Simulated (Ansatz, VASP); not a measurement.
# Ca: VASP beside Ansatz

The input POSCAR:

```
Ca
1.0
   -2.2111127505      2.2111127505      2.2111127505
    2.2111127505     -2.2111127505      2.2111127505
    2.2111127505      2.2111127505     -2.2111127505
Ca
1
Direct
    0.0000000000      0.0000000000      0.0000000000
```

File INCAR.step1:

```
SYSTEM = Ca
PREC = Accurate ; ENCUT = 520
ISMEAR = -1 ; SIGMA = 0.1
LREAL = .False. ; LASPH = .True.
NELM = 100 ; NBANDS = 11
GGA = PE ; ALGO = Normal
EDIFF = 1E-4 ; LWAVE = .True.
LCHARG = .False.
```

File INCAR.step2:

```
SYSTEM = Ca
PREC = Accurate ; ENCUT = 520
EDIFF = 1E-6 ; ISMEAR = -1
SIGMA = 0.1 ; LREAL = .False.
LASPH = .True. ; NELM = 100
ALGO = Normal ; ISIF = 2
LWAVE = .False. ; LCHARG = .False.
METAGGA = R2SCAN ; LMIXTAU = .True.
NBANDS = 11 ; ISTART = 1
```

The input KPOINTS:

```
Automatic mesh
0
Gamma
  11 11 11
  0 0 0
```

Input for Ansatz:

```yaml
crystal:
  lattice:
    - [-2.2111127505, 2.2111127505, 2.2111127505]
    - [2.2111127505, -2.2111127505, 2.2111127505]
    - [2.2111127505, 2.2111127505, -2.2111127505]
  atoms:
    - { symbol: Ca, position: [0.0, 0.0, 0.0] }
hamiltonian:
  xc: r2scan
  pseudopotentials:
    kind: paw
    azcp:
      Ca: "pseudopotentials/Ca.paw.azcp"
basis:
  ecutwfc: 500
  fft_grid_basis: typed
kpoints:
  mp_grid: { grid: [11, 11, 11], shift: [0, 0, 0] }
magnetization:
  spin_polarized: false
scf:
  occupations: { method: fermi_dirac, width: 0.1 }
  lower_state_search: "off"
output:
  stress: true
  write_density: true
  write_potential: true
  elf: true
  volumetric_format: npy
```

Alike in both runs: task single point; functional r2SCAN; k mesh 11 × 11 × 11; occupations fermi-dirac, width 0.1 eV; no spin polarisation.

|  | VASP | Ansatz |
| --- | --- | --- |
| version | VASP 6.6.1 | Ansatz 0.2.0 |
| potentials or method | VASP PAW PBE potentials, release 64 (Ca_sv), cutoff 520 eV | plane waves (500 eV) with PAW, scalar-relativistic |
| valence electrons in the cell | 10 | 10 |

```tsv
	VASP	Ansatz	Ansatz less VASP
pressure (GPa)	0.1	0.0	-0.06
```

VASP's potentials were made for PBE, not for r2SCAN.
